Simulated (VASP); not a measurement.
# W in VASP: single point with PBE

Aim: the single point of W with PBE.

All numbers are computed with VASP 6.6.1; they aren't measurements. Logs are shortened: lines on timing, memory, paths and dates and some standing lists are left out, and cuts for length are marked.

### 1 The cell of the first run

The cell holds a slab with vacuum, 6 atoms: a = 2.871 Å, b = 2.871 Å, c = 25.150 Å, α = 90.00°, β = 90.00°, γ = 90.00°.

### 2 Single point, PBE

The input, INCAR:

```
ALGO = Normal
DIPOL = 0.5 0.5 0.500
EDIFF = 1E-6
ENCUT = 520
GGA = PE
IDIPOL = 3
ISIF = 2
ISMEAR = -1
LASPH = True
LCHARG = False
LDIPOL = True
LREAL = False
LWAVE = False
NBANDS = 51
NELM = 100
PREC = Accurate
SIGMA = 0.05
```

The input, KPOINTS:

```
k-points
0
Gamma
  9 9 1
```

The input, POSCAR:

```
W
1.0
    2.8708535316      0.0000000000      0.0000000000
    0.0000000000      2.8708535316      0.0000000000
    0.0000000000      0.0000000000     25.1500000000
W
6
Direct
    0.5000000000      0.5000000000      0.2982107356
    0.0000000000      0.0000000000      0.3789264414
    0.5000000000      0.5000000000      0.4596421471
    0.0000000000      0.0000000000      0.5403578529
    0.5000000000      0.5000000000      0.6210735586
    0.0000000000      0.0000000000      0.7017892644
```

Potentials or basis: VASP PAW PBE potentials, release 64 (W_sv).

Command:

```sh
$ cat potpaw_PBE.64/W_sv/POTCAR > POTCAR
$ mpirun -np 1 vasp_std > vasp.out
```

OUTCAR:

```text
EDIFF = 1E-6
   ENCUT = 520
   GGA = PE
   ISIF = 2
   ISMEAR = -1
   LASPH = True
   LREAL = False
   NELM = 100
   PREC = Accurate

 ion  position               nearest neighbor table
   1  0.500  0.500  0.298-   2 2.87   2 2.87   2 2.87   2 2.87
   2  0.000  0.000  0.379-   3 2.87   3 2.87   3 2.87   3 2.87   1 2.87   1 2.87   1 2.87   1 2.87

   3  0.500  0.500  0.460-   2 2.87   2 2.87   2 2.87   2 2.87   4 2.87   4 2.87   4 2.87   4 2.87

   4  0.000  0.000  0.540-   5 2.87   5 2.87   5 2.87   5 2.87   3 2.87   3 2.87   3 2.87   3 2.87

   5  0.500  0.500  0.621-   4 2.87   4 2.87   4 2.87   4 2.87   6 2.87   6 2.87   6 2.87   6 2.87

   6  0.000  0.000  0.702-   5 2.87   5 2.87   5 2.87   5 2.87

  LATTYP: Found a simple tetragonal cell.
 ALAT       =     2.8708535316
 C/A-ratio  =     8.7604608606

  Lattice vectors:

 A1 = (   2.8708535316,   0.0000000000,   0.0000000000)
 A2 = (   0.0000000000,   2.8708535316,   0.0000000000)
 A3 = (   0.0000000000,   0.0000000000,  25.1500000000)

Analysis of symmetry for initial positions (statically):
=====================================================================
 Subroutine PRICEL returns:
 Original cell was already a primitive cell.

 Routine SETGRP: Setting up the symmetry group for a
 simple tetragonal supercell.

 Subroutine GETGRP returns: Found 16 space group operations
 (whereof  8 operations were pure point group operations)
 out of a pool of 16 trial point group operations.

The static configuration has the point symmetry C_4v.
 The point group associated with its full space group is D_4h.

Analysis of symmetry for dynamics (positions and initial velocities):
=====================================================================
 Subroutine PRICEL returns:
 Original cell was already a primitive cell.

 Routine SETGRP: Setting up the symmetry group for a
 simple tetragonal supercell.

 Subroutine GETGRP returns: Found 16 space group operations
 (whereof  8 operations were pure point group operations)
 out of a pool of 16 trial point group operations.

The dynamic configuration has the point symmetry C_4v.
 The point group associated with its full space group is D_4h.

 Subroutine INISYM returns: Found 16 space group operations
 (whereof  8 operations are pure point group operations),
 and found     1 'primitive' translations

----------------------------------------------------------------------------------------

                                     Primitive cell

  volume of cell :     207.2813
[... 97 lines left out ...]
   PSTRESS=    0.0 pullay stress
   NELECT =      84.0000    total number of electrons
   NUPDOWN=      -1.0000    fix difference up-down
   EMIN   =  10.00;   EMAX   =-10.00  energy-range for DOS
   EFERMI =   0.00;   METHOD = LEGACY
   ISMEAR =    -1;   SIGMA  =   0.05  broadening in eV -4-tet -1-fermi 0-gaus
   EFERMI_NEDOS =   21; number of points for ismear=-14 and -15
   IALGO  =     38    algorithm
   IMIX   =      4    mixing-type and parameters
     AMIX     =   0.40;   BMIX     =  1.00
     AMIX_MAG =   1.60;   BMIX_MAG =  1.00
  volume/ion in A,a.u.               =      34.55       233.13
  Fermi-wavevector in a.u.,A,eV,Ry     =   1.211475  2.289356 19.968896  1.467672
  Thomas-Fermi vector in A             =   2.346990
   LORBIT       =      0    0 simple, 1 ext, 2 COOP (PROOUT), +10 PAW based schemes
   GGA     = PE    functional components
   LHFCALC =     F    Hartree Fock is set to
   AEXX    =    0.0000 exact exchange contribution
   IVDW    =     0    specifies the selected vdW correction
   LEPSILON=     F    determine dielectric tensor
   LRPA    =     F    only Hartree local field effects (RPA)
 non-spin polarized calculation
  energy-cutoff  :      520.00
  volume of cell :      207.28
 maximum number of plane-waves:      5639
 NGX is ok and might be reduce to    24
   NGX = 11   NGY = 11   NGZ = 93

 dipolmoment           0.000000      0.000000      0.000000 electrons x Angstroem

 number of electron      83.9999990 magnetization

 dipolmoment           0.000000      0.000000     -0.000000 electrons x Angstroem

 Free energy of the ion-electron system (eV)
  ---------------------------------------------------
  ext. energy  EPLUGINS =         0.00000000
  ---------------------------------------------------
  free energy    TOTEN  =       -71.39282520 eV

  energy without entropy =      -71.32053650  energy(sigma->0) =      -71.35668085

 E-fermi :   2.7492     XC(G=0):  -7.3575

 val. band max:        2.7445177339   @ k =   0.4444   0.1111   0.0000
 cond. band min:       2.7687190521   @ k =   0.2222   0.0000   0.0000
 fundamental gap:      0.0242013182
 Fermi energy:         2.7491994376

 k-point     1 :       0.0000    0.0000    0.0000
  band No.  band energies     occupation
      1     -71.2138      2.00000
      2     -71.2138      2.00000
      3     -71.0444      2.00000
      4     -71.0416      2.00000
      5     -70.9154      2.00000
      6     -70.8536      2.00000
[... 799 lines left out ...]
     50       6.8701      0.00000
     51       7.8316      0.00000

------------------------ aborting loop because EDIFF is reached ----------------------------------------

 vacuum level on the upper side and lower side of the slab       (xc-potential included)        -0.197        -0.197

  FORCE on cell =-STRESS in cart. coord.  units (eV):
  Direction    XX          YY          ZZ          XY          YZ          ZX
  --------------------------------------------------------------------------------------
  -------------------------------------------------------------------------------------
  Total      -11.0666287    -11.0666287     -2.6149665      0.0000000     -0.0000000      0.0000000
  in kB      -85.5393330    -85.5393330    -20.2123426      0.0000000     -0.0000000      0.0000000
  external PRESSURE =     -63.7636695 kB  Pullay stress =       0.0000000 kB

 VOLUME and BASIS-vectors are now :
 -----------------------------------------------------------------------------
  energy-cutoff  :      520.00
  volume of cell :      207.28
      direct lattice vectors                 reciprocal lattice vectors
     2.870853532  0.000000000  0.000000000     0.348328464  0.000000000  0.000000000
     0.000000000  2.870853532  0.000000000     0.000000000  0.348328464  0.000000000
     0.000000000  0.000000000 25.150000000     0.000000000  0.000000000  0.039761431

 POSITION                                       TOTAL-FORCE (eV/Angst)
 -----------------------------------------------------------------------------------
      1.43543      1.43543      7.50000         0.000000      0.000000      0.251570
      0.00000      0.00000      9.53000        -0.000000      0.000000     -0.026164
      1.43543      1.43543     11.56000         0.000000      0.000000      0.076147
      0.00000      0.00000     13.59000        -0.000000      0.000000     -0.076147
      1.43543      1.43543     15.62000        -0.000000      0.000000      0.026164
      0.00000      0.00000     17.65000        -0.000000      0.000000     -0.251570
 -----------------------------------------------------------------------------------
    total drift:                                0.000000     -0.000000      0.000000

  FREE ENERGIE OF THE ION-ELECTRON SYSTEM (eV)
  ---------------------------------------------------
  free  energy   TOTEN  =       -71.3928251992 eV

  energy  without entropy=      -71.3205365027  energy(sigma->0) =      -71.35668085

 vacuum level on the upper side and lower side of the slab         7.192         7.192
```

OSZICAR:

```text
N       E                     dE             d eps       ncg     rms          rms(c)
DAV:   1     0.109631328151E+04    0.10963E+04   -0.52699E+04  1730   0.168E+03
DAV:   2    -0.256488849166E+02   -0.11220E+04   -0.11007E+04  1727   0.535E+02
DAV:   3    -0.745377429523E+02   -0.48889E+02   -0.46893E+02  1867   0.113E+02
[... 19 lines left out ...]
DAV:  23    -0.713927959630E+02   -0.16714E-04   -0.31738E-06  1249   0.118E-02    0.272E-03
DAV:  24    -0.713928134903E+02   -0.17527E-04   -0.75503E-07  1030   0.505E-03    0.263E-03
DAV:  25    -0.713928211429E+02   -0.76526E-05   -0.33963E-07   986   0.265E-03    0.205E-03
DAV:  26    -0.713928242694E+02   -0.31264E-05   -0.13371E-07   970   0.211E-03    0.134E-03
DAV:  27    -0.713928251992E+02   -0.92982E-06   -0.64267E-08   924   0.143E-03
   1 F= -.71392825E+02 E0= -.71356681E+02  d E =-.722887E-01
```

stdout:

```text
POSCAR found type information on POSCAR W
 POSCAR found :  1 types and       6 ions
 scaLAPACK will be used
 LDA part: xc-table for (Slater+PW92), standard interpolation
 POSCAR, INCAR and KPOINTS ok, starting setup
 FFT: planning ... GRIDC
 FFT: planning ... GRID_SOFT
 FFT: planning ... GRID
 WAVECAR not read
 entering main loop
```

It took 8.6 min on 1 thread of Intel Xeon 8259CL, shared host; peak memory 0.38 GiB.

What came out:

| Property | Result |
| --- | --- |
| Free energy | -71.3928 eV |
| Largest force | 0.252 eV/Å |
| Band gap on the k mesh | zero (band 42 reaches 4.27 eV, above the bottom of band 43 at 2.43 eV) |

Forces on the atoms (eV/Å):
```
W    0.000  0.000  0.252
W    0.000  0.000 -0.026
W    0.000  0.000  0.076
W    0.000  0.000 -0.076
W    0.000  0.000  0.026
W    0.000  0.000 -0.252
```

Levels at points of the mesh, in eV from the Fermi level:
```
           k point  band 38  band 39  band 40  band 41  band 42  band 43  band 44  band 45  band 46  band 47
(0.00, 0.00, 0.00)    -0.66    -0.40    -0.40     0.11     0.11     0.30     0.81     1.05     1.05     1.34
```

Caveat: spin-orbit coupling is left out, which moves the levels of the heavy elements.
